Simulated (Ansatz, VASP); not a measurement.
**Two plane-wave programs on Pd**

The input INCAR:

```
PREC = Accurate
ENCUT = 520
EDIFF = 1E-6
ISMEAR = -1
SIGMA = 0.05
LREAL = False
LASPH = True
NELM = 150
ALGO = Normal
ISIF = 2
LWAVE = False
LCHARG = False
ISPIN = 2
MAGMOM = 0.5 0.5
LORBIT = 11
LMAXMIX = 4
GGA = RE
NBANDS = 21
```

The input KPOINTS:

```
regular mesh
0
Gamma
  14 14 13
```

POSCAR

```
Pd
1.0
   -2.8107406800      3.1998817670      1.2685674899
    3.1998817670     -2.8107406800      1.2685674899
    1.8086136276      1.8086136276     -0.5558548764
Pd
2
Direct
    0.0079678054      0.9920321946      1.0000000000
    0.7420321946      0.2579678054      0.5000000000
```

Input for Ansatz:

```yaml
crystal:
  lattice:
    - [-2.81074068, 3.199881767, 1.2685674899]
    - [3.199881767, -2.81074068, 1.2685674899]
    - [1.8086136276, 1.8086136276, -0.5558548764]
  atoms:
    - { symbol: Pd, position: [0.0079678054, 0.9920321946, 1.0], spin: 0.5 }
    - { symbol: Pd, position: [0.7420321946, 0.2579678054, 0.5], spin: 0.5 }
hamiltonian:
  xc: revpbe
  pseudopotentials:
    kind: paw
    azcp:
      Pd: "pseudopotentials/Pd.paw.azcp"
basis:
  ecutwfc: 420
  fft_grid_basis: typed
kpoints:
  mp_grid: { grid: [14, 14, 13], shift: [0, 0, 0] }
magnetization:
  spin_polarized: true
scf:
  occupations: { method: fermi_dirac, width: 0.05 }
  lower_state_search: "off"
output:
  stress: true
```

Alike in both runs: task single point; functional revPBE; k mesh 14 × 14 × 13; occupations fermi-dirac, width 0.05 eV; collinear spin.

|  | VASP | Ansatz |
| --- | --- | --- |
| version | VASP 6.6.1 | Ansatz 0.2.0 |
| potentials or method | VASP PAW PBE potentials, release 64 (Pd), cutoff 520 eV | plane waves (420 eV) with PAW, scalar-relativistic |
| valence electrons in the cell | 20 | 36 |

```tsv
	VASP	Ansatz	Ansatz less VASP
pressure (GPa)	24.9	25.4	+0.48
traceless stress, the component that is largest in VASP (GPa)	-1.42	-1.43	-0.005
net moment per atom (μB)	0.00	0.00	0.000
```

VASP's potentials were made for PBE, not for revPBE. VASP's potentials hold 20 valence electrons a cell and Ansatz's 36, so a difference there can come from the potentials and not from the codes. Ansatz's warnings: seeded moment not kept.
